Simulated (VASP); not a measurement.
# Ca3F8 in VASP: relaxation of the atoms with PBEsol

Aim: the relaxation of the atoms of Ca3F8 with PBEsol.

Program: VASP 6.6.1. These are calculated values, not measurements. Logs are shortened: lines on timing, memory, paths and dates and some standing lists are left out, and cuts for length are marked.

## Step 1: The cell of the first run

The cell holds a slab with vacuum, 11 atoms: a = 3.833 Å, b = 3.833 Å, c = 25.954 Å, α = 90.00°, β = 90.00°, γ = 120.00°.

## Step 2: Relaxation of the atoms, PBEsol

INCAR

```
SYSTEM = Ca3F8
PREC = Accurate
ENCUT = 520
EDIFF = 1E-7
ISMEAR = 0
SIGMA = 0.05
LREAL = .False.
LASPH = .True.
NELM = 120
ALGO = Normal
ISIF = 2
LWAVE = .False.
LCHARG = .False.
LDIPOL = .True.
IDIPOL = 3
DIPOL = 0.5 0.5 0.500
GGA = PS
IBRION = 2
NSW = 80
EDIFFG = -0.02
GGA_COMPAT = .False.
NELMIN = 4
NELMDL = -8
KPAR = 4
```

KPOINTS

```
Automatic mesh
0
Gamma
  9 9 1
  0 0 0
```

POSCAR

```
Ca3F8
1.0
    3.8330589802      0.0000000000      0.0000000000
   -1.9165294901      3.3195264510      0.0000000000
    0.0000000000      0.0000000000     25.9538784314
F Ca
8 3
Direct
    0.6666666667      0.3333333333      0.2889741516
    0.0000000000      0.0000000000      0.3492672511
    0.3333333333      0.6666666667      0.4095603507
    0.6666666667      0.3333333333      0.4698534502
    0.0000000000      0.0000000000      0.5301465498
    0.3333333333      0.6666666667      0.5904396493
    0.6666666667      0.3333333333      0.6507327489
    0.0000000000      0.0000000000      0.7110258484
    0.6666666667      0.3333333333      0.3794138009
    0.3333333333      0.6666666667      0.5000000000
    0.0000000000      0.0000000000      0.6205861991
```

Potentials or basis: VASP PAW PBE potentials, release 64 (F, Ca_sv).

Started as:

```console
> cat potpaw_PBE.64/F/POTCAR potpaw_PBE.64/Ca_sv/POTCAR > POTCAR
> mpirun -np 4 vasp_std > vasp.out
```

OUTCAR:

```text
SYSTEM = Ca3F8
   PREC = Accurate
   ENCUT = 520
   EDIFF = 1E-7
   ISMEAR = 0
   LREAL = .False.
   LASPH = .True.
   NELM = 120
   ISIF = 2
   GGA = PS
   IBRION = 2
   NSW = 80
   EDIFFG = -0.02
   NELMIN = 4
   NELMDL = -8

 ion  position               nearest neighbor table
   1  0.667  0.333  0.289-   9 2.35
   2  0.000  0.000  0.349-   9 2.35   9 2.35   9 2.35
   3  0.333  0.667  0.410-  10 2.35   9 2.35   9 2.35   9 2.35
   4  0.667  0.333  0.470-   9 2.35  10 2.35  10 2.35  10 2.35
   5  0.000  0.000  0.530-  11 2.35  10 2.35  10 2.35  10 2.35
   6  0.333  0.667  0.590-  10 2.35  11 2.35  11 2.35  11 2.35
   7  0.667  0.333  0.651-  11 2.35  11 2.35  11 2.35
   8  0.000  0.000  0.711-  11 2.35
   9  0.667  0.333  0.379-   1 2.35   4 2.35   3 2.35   2 2.35   3 2.35   2 2.35   2 2.35   3 2.35

  10  0.333  0.667  0.500-   3 2.35   6 2.35   4 2.35   5 2.35   4 2.35   5 2.35   5 2.35   4 2.35

  11  0.000  0.000  0.621-   8 2.35   5 2.35   7 2.35   6 2.35   7 2.35   6 2.35   7 2.35   6 2.35

  LATTYP: Found a hexagonal cell.
 ALAT       =     3.8330589802
 C/A-ratio  =     6.7710615896

  Lattice vectors:

 A1 = (   3.8330589802,   0.0000000000,   0.0000000000)
 A2 = (  -1.9165294901,   3.3195264510,   0.0000000000)
 A3 = (   0.0000000000,   0.0000000000,  25.9538784314)

Analysis of symmetry for initial positions (statically):
=====================================================================
 Subroutine PRICEL returns:
 Original cell was already a primitive cell.

 Routine SETGRP: Setting up the symmetry group for a
 hexagonal supercell.

 Subroutine GETGRP returns: Found 12 space group operations
 (whereof  6 operations were pure point group operations)
 out of a pool of 24 trial point group operations.

The static configuration has the point symmetry C_3v.
 The point group associated with its full space group is D_3d.

Analysis of symmetry for dynamics (positions and initial velocities):
=====================================================================
 Subroutine PRICEL returns:
 Original cell was already a primitive cell.

 Routine SETGRP: Setting up the symmetry group for a
 hexagonal supercell.

 Subroutine GETGRP returns: Found 12 space group operations
 (whereof  6 operations were pure point group operations)
 out of a pool of 24 trial point group operations.

The dynamic configuration has the point symmetry C_3v.
 The point group associated with its full space group is D_3d.

 Subroutine INISYM returns: Found 12 space group operations
 (whereof  6 operations are pure point group operations),
 and found     1 'primitive' translations

----------------------------------------------------------------------------------------

                                     Primitive cell

  volume of cell :     330.2356

  direct lattice vectors                    reciprocal lattice vectors
     3.833058980  0.000000000  0.000000000     0.260888237  0.150623894  0.000000000
    -1.916529490  3.319526451  0.000000000     0.000000000  0.301247788  0.000000000
     0.000000000  0.000000000 25.953878431     0.000000000  0.000000000  0.038529887

  length of vectors
     3.833058980  3.833058980 25.953878431     0.301247788  0.301247788  0.038529887

  position of ions in fractional coordinates (direct lattice)
     0.666666667  0.333333333  0.288974152
     0.000000000  0.000000000  0.349267251
     0.333333333  0.666666667  0.409560351
     0.666666667  0.333333333  0.469853450
     0.000000000  0.000000000  0.530146550
     0.333333333  0.666666667  0.590439649
     0.666666667  0.333333333  0.650732749
     0.000000000  0.000000000  0.711025848
     0.666666667  0.333333333  0.379413801
     0.333333333  0.666666667  0.500000000
     0.000000000  0.000000000  0.620586199

  ion indices of the primitive-cell ions
[... 52 lines left out ...]
  0.333333  0.333333  0.000000      2.000000
   k-points           NKPTS =     12   k-points in BZ     NKDIM =     12   number of bands    NBANDS=     51
   number of dos      NEDOS =    301   number of ions     NIONS =     11
   total plane-waves  NPLWV = 176400
   dimension x,y,z NGX =    30 NGY =   30 NGZ =  196
   dimension x,y,z NGXF=    60 NGYF=   60 NGZF=  392
   ions per type =               8   3
   NGX,Y,Z   is equivalent  to a cutoff of  13.01, 13.01, 12.55 a.u.
   NGXF,Y,Z  is equivalent  to a cutoff of  26.02, 26.02, 25.11 a.u.
 SYSTEM =  Ca3F8
   PREC   = accura    normal or accurate (medium, high low for compatibility)
   ISTART =      0    job   : 0-new  1-cont  2-samecut
   ICHARG =      2    charge: 1-file 2-atom 10-const
   ISPIN  =      1    spin polarized calculation?
   LNONCOLLINEAR =      F non collinear calculations
   LSORBIT =      F    spin-orbit coupling
   LASPH  =      T    aspherical Exc in radial PAW
   ENCUT  =  520.0 eV  38.22 Ry    6.18 a.u.   7.13  7.13 48.26*2*pi/ulx,y,z
   NELM   =    120;   NELMIN=  4; NELMDL= -8     # of ELM steps
   EDIFF  = 0.1E-06   stopping-criterion for ELM
   LREAL  =      F    real-space projection
   EDIFFG = -.2E-01   stopping-criterion for IOM
   NSW    =     80    number of steps for IOM
   IBRION =      2    ionic relax: 0-MD 1-quasi-New 2-CG
   NFREE  =      1    steps in history (QN), initial steepest desc. (CG)
   ISIF   =      2    stress and relaxation
   ISYM   =      2    0-nonsym 1-usesym 2-fastsym
   POTIM  = 0.5000    time-step for ionic-motion
   TEBEG  =    0.0;   TEEND  =   0.0 temperature during run
   PSTRESS=    0.0 pullay stress
   NELECT =      86.0000    total number of electrons
   NUPDOWN=      -1.0000    fix difference up-down
   EMIN   =  10.00;   EMAX   =-10.00  energy-range for DOS
   EFERMI =   0.00;   METHOD = LEGACY
   ISMEAR =     0;   SIGMA  =   0.05  broadening in eV -4-tet -1-fermi 0-gaus
   EFERMI_NEDOS =   21; number of points for ismear=-14 and -15
   IALGO  =     38    algorithm
   IMIX   =      4    mixing-type and parameters
     AMIX     =   0.40;   BMIX     =  1.00
     AMIX_MAG =   1.60;   BMIX_MAG =  1.00
  volume/ion in A,a.u.               =      30.02       202.59
  Fermi-wavevector in a.u.,A,eV,Ry     =   1.045441  1.975598 14.870456  1.092948
  Thomas-Fermi vector in A             =   2.180237
   LORBIT       =      0    0 simple, 1 ext, 2 COOP (PROOUT), +10 PAW based schemes
   GGA     = PS    functional components
   LHFCALC =     F    Hartree Fock is set to
   AEXX    =    0.0000 exact exchange contribution
   IVDW    =     0    specifies the selected vdW correction
   LEPSILON=     F    determine dielectric tensor
   LRPA    =     F    only Hartree local field effects (RPA)
 conjugate gradient relaxation of ions
 non-spin polarized calculation
 Gauss-broadening in eV      SIGMA  =   0.05
  energy-cutoff  :      520.00
  volume of cell :      330.24
 maximum number of plane-waves:      8949
 NGX is ok and might be reduce to    30
   NGX = 15   NGY = 15   NGZ = 97

--------------------------------------- Ionic step        1  -------------------------------------------

 number of electron      85.9999985 magnetization

 Free energy of the ion-electron system (eV)
  ---------------------------------------------------
  ext. energy  EPLUGINS =         0.00000000
  ---------------------------------------------------
  free energy    TOTEN  =       -54.61253266 eV

  energy without entropy =      -54.53812515  energy(sigma->0) =      -54.57532890

------------------------ aborting loop because EDIFF is reached ----------------------------------------

  FORCE on cell =-STRESS in cart. coord.  units (eV):
  Direction    XX          YY          ZZ          XY          YZ          ZX
  --------------------------------------------------------------------------------------
  -------------------------------------------------------------------------------------
  Total       -0.2126012     -0.2126012     -1.8618311     -0.0000000     -0.0000000      0.0000000
  in kB       -1.0314598     -1.0314598     -9.0328949     -0.0000000     -0.0000000      0.0000000
  external PRESSURE =      -3.6986049 kB  Pullay stress =       0.0000000 kB
[... 116 lines left out ...]
  FREE ENERGIE OF THE ION-ELECTRON SYSTEM (eV)
  ---------------------------------------------------
  free  energy   TOTEN  =       -54.7289164947 eV

  energy  without entropy=      -54.6665359030  energy(sigma->0) =      -54.69772620

[... ionic steps 4 to 7 ...]

--------------------------------------- Ionic step        8  -------------------------------------------

 number of electron      85.9999975 magnetization

------------------------ aborting loop because EDIFF is reached ----------------------------------------
[... 34 lines left out ...]
  FREE ENERGIE OF THE ION-ELECTRON SYSTEM (eV)
  ---------------------------------------------------
  free  energy   TOTEN  =       -54.7411431454 eV

  energy  without entropy=      -54.6800940719  energy(sigma->0) =      -54.71061861

 dipolmoment           0.000000      0.000000      0.000000 electrons x Angstroem

--------------------------------------- Ionic step        9  -------------------------------------------

 number of electron      85.9999996 magnetization

------------------------ aborting loop because EDIFF is reached ----------------------------------------
[... 40 lines left out ...]
--------------------------------------- Ionic step       10  -------------------------------------------

 number of electron      85.9999997 magnetization

 dipolmoment           0.000000      0.000000     -0.000000 electrons x Angstroem

 Free energy of the ion-electron system (eV)
  ---------------------------------------------------
  ext. energy  EPLUGINS =         0.00000000
  ---------------------------------------------------
  free energy    TOTEN  =       -54.74193414 eV

  energy without entropy =      -54.68119858  energy(sigma->0) =      -54.71156636

 E-fermi :  -6.9467     XC(G=0):  -4.7565

 val. band max:       -6.9483520175   @ k =   0.3333   0.1111   0.0000
 cond. band min:      -6.9465784495   @ k =   0.3333   0.0000   0.0000
 fundamental gap:      0.0017735680
 Fermi energy:        -6.9467088474

 k-point     1 :       0.0000    0.0000    0.0000
  band No.  band energies     occupation
      1     -42.7187      2.00000
      2     -42.4305      2.00000
      3     -42.4300      2.00000
      4     -27.0589      2.00000
      5     -26.9535      2.00000
      6     -26.7426      2.00000
[... 637 lines left out ...]
     50       2.9713      0.00000
     51       3.0128      0.00000

------------------------ aborting loop because EDIFF is reached ----------------------------------------

 vacuum level on the upper side and lower side of the slab       (xc-potential included)        -0.010        -0.010

  FORCE on cell =-STRESS in cart. coord.  units (eV):
  Direction    XX          YY          ZZ          XY          YZ          ZX
  --------------------------------------------------------------------------------------
  -------------------------------------------------------------------------------------
  Total        0.5281793      0.5281793     -0.6971883      0.0000000      0.0000000      0.0000000
  in kB        2.5625248      2.5625248     -3.3824921      0.0000000      0.0000000      0.0000000
  external PRESSURE =       0.5808525 kB  Pullay stress =       0.0000000 kB
[... 26 lines left out ...]
  FREE ENERGIE OF THE ION-ELECTRON SYSTEM (eV)
  ---------------------------------------------------
  free  energy   TOTEN  =       -54.7419341431 eV

  energy  without entropy=      -54.6811985787  energy(sigma->0) =      -54.71156636

 reached required accuracy - stopping structural energy minimisation

 vacuum level on the upper side and lower side of the slab         4.059         4.059
```

Wall time 15 min (4 MPI ranks of Intel Xeon Platinum 8375C at 2.90GHz (Ice Lake), shared host); peak memory 0.55 GiB.

What came out:

* Free energy: -54.7419 eV
* Energy gained by relaxing: 11.8 meV/atom
* Ionic steps: 10
* Largest force after relaxing: 0.015 eV/Å
* Band gap on the k mesh: zero (bands 43 and 44 overlap by 0.09 eV)

Forces in eV/Å, atoms in the order of the input:
```
F    0.000  0.000  0.015
F    0.000  0.000  0.010
F    0.000  0.000 -0.003
F    0.000  0.000  0.007
F    0.000  0.000 -0.007
F    0.000  0.000  0.003
F    0.000  0.000 -0.010
F    0.000  0.000 -0.015
Ca   0.000  0.000  0.009
Ca   0.000  0.000  0.000
Ca   0.000  0.000 -0.009
```

The path:
```
step  energy change (eV)  largest force (eV/Å)  pressure (GPa)
   1              0.0000                0.9303           -0.37
   2             -0.0828                0.4739           -0.27
   3             -0.1164                0.1548           -0.01
   4             -0.1169                0.1644           -0.05
   5             -0.1222                0.1260           -0.03
   6             -0.1279                0.0472            0.04
   7             -0.1279                0.0504            0.04
   8             -0.1286                0.0369            0.03
   9             -0.1291                0.0276            0.03
  10             -0.1294                0.0150            0.06
```

Final structure:
```
F Ca
1.0
     3.83306    0.00000    0.00000
    -1.91653    3.31953    0.00000
     0.00000    0.00000   25.95388
F Ca
8 3
Direct
  0.66667 0.33333 0.28995
  0.00000 0.00000 0.35271
  0.33333 0.66667 0.40965
  0.66667 0.33333 0.46937
  0.00000 0.00000 0.53063
  0.33333 0.66667 0.59035
  0.66667 0.33333 0.64729
  0.00000 0.00000 0.71005
  0.66667 0.33333 0.37558
  0.33333 0.66667 0.50000
  0.00000 0.00000 0.62442
```

Levels at points of the mesh, in eV from the Fermi level:
```
           k point  band 41  band 42  band 43  band 44  band 45  band 46
(0.00, 0.00, 0.00)    -0.09    -0.09    -0.08    -0.08     7.71     8.81
```

Caveat: the PAW data sets were made with another functional, which shifts forces and pressure a little.
